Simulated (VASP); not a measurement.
Write the native input for VASP 6.6.1 that does the following.

```
Task                   : single point
Functional             : PBE
Potentials or basis    : VASP PAW PBE potentials, release 64 (Ge_d, W_sv)
Cutoff                 : 500 eV
k mesh                 : 7 × 7 × 5
Occupations            : gaussian, width 0.2 eV
Spin                   : no spin polarisation
Dipole correction      : no
Further INCAR settings : ALGO = Normal; EDIFF = 1e-06; NBANDS = 21
```

The structure of GeW lies in POSCAR:

```
GeW
1.0
    2.8112946866      0.0000000024      0.0000000000
   -1.4056473454      2.4346526149      0.0000000000
    0.0000000000      0.0000000000      5.2521720050
Ge W
1 1
Direct
    0.0000000000      0.0000000000      0.6355548188
    0.0000000000      0.0000000000      0.1355548412
```

The cell was generated, and may not be a known phase.

These files were run (other wordings do the same):

INCAR

```
PREC     = Accurate       # precision mode
ENCUT    = 500            # plane-wave cutoff, eV
EDIFF    = 1E-6           # SCF threshold, eV
ISMEAR   = 0              # smearing method
SIGMA    = 0.2            # smearing width, eV
LREAL    = False          # projectors in reciprocal space
LASPH    = True           # aspherical terms in the spheres
NELM     = 120            # most SCF steps
ALGO     = Normal         # electronic algorithm
ISIF     = 2              # what is computed and relaxed
LWAVE    = False          # write WAVECAR
LCHARG   = False          # write CHGCAR
GGA      = PE             # functional
NBANDS   = 21             # bands
GGA_COMPAT= False
```

KPOINTS

```
regular mesh
0
Gamma
  7 7 5
```

Potentials or basis: VASP PAW PBE potentials, release 64 (Ge_d, W_sv).

The run is started by

```console
$ cat potpaw_PBE.64/Ge_d/POTCAR potpaw_PBE.64/W_sv/POTCAR > POTCAR
$ mpirun -np 1 vasp_std > vasp.out
```

Results of the run:

The pressure is 0.0 GPa and the band gap on the k mesh is zero (bands 14 and 15 overlap by 1.60 eV).

Caveat: the k points lie up to 0.37 Å⁻¹ apart, too coarse for converged energies and pressures of a metal; spin-orbit coupling is left out, which moves the levels of the heavy elements.

Wall time 18 s on 1 thread of AMD EPYC 7R13 Processor (Zen 3), with other jobs on the host, peak memory 0.13 GiB.
